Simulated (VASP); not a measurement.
Input of a VASP 6.6.1 run:

INCAR

```
PREC = Accurate
ENCUT = 520
EDIFF = 1E-7
ISMEAR = -1
SIGMA = 0.1
LREAL = F
LASPH = T
NELM = 100
ALGO = Normal
ISIF = 2
LWAVE = F
LCHARG = F
GGA = PS
ISYM = 0
NBANDS = 11
```

File KPOINTS:

```
Automatic mesh
0
Gamma
  12 12 15
```

Contents of POSCAR:

```
SiC
1.0
    2.9105323064      0.0000000000     -0.0000009994
    0.0000000000      2.9105323064     -0.0000009994
   -1.4552669539     -1.4552669539      2.2578161866
Si C
1 1
Direct
    0.0000000701     -0.0000000701      0.0000000000
    0.2499999299      0.7500000701      0.5000000000
```

Potentials or basis: VASP PAW PBE potentials, release 64 (Si, C).

Command:

```bash
$ cat potpaw_PBE.64/Si/POTCAR potpaw_PBE.64/C/POTCAR > POTCAR
$ mpirun -np 1 vasp_std > vasp.out
```

Predict the band gap on the k mesh.

0.63 eV (least direct gap 4.45 eV).

Predict the pressure.

19.7 GPa.

Stress tensor (GPa, compression positive):
```
29.34  0.00  0.00
 0.00 29.34  0.00
 0.00  0.00  0.42
```

Caveat: the cell stands under pressure; the PAW data sets were made with another functional, which shifts forces and pressure a little; an odd mesh through Γ misses points on the zone boundary, where band edges can lie.
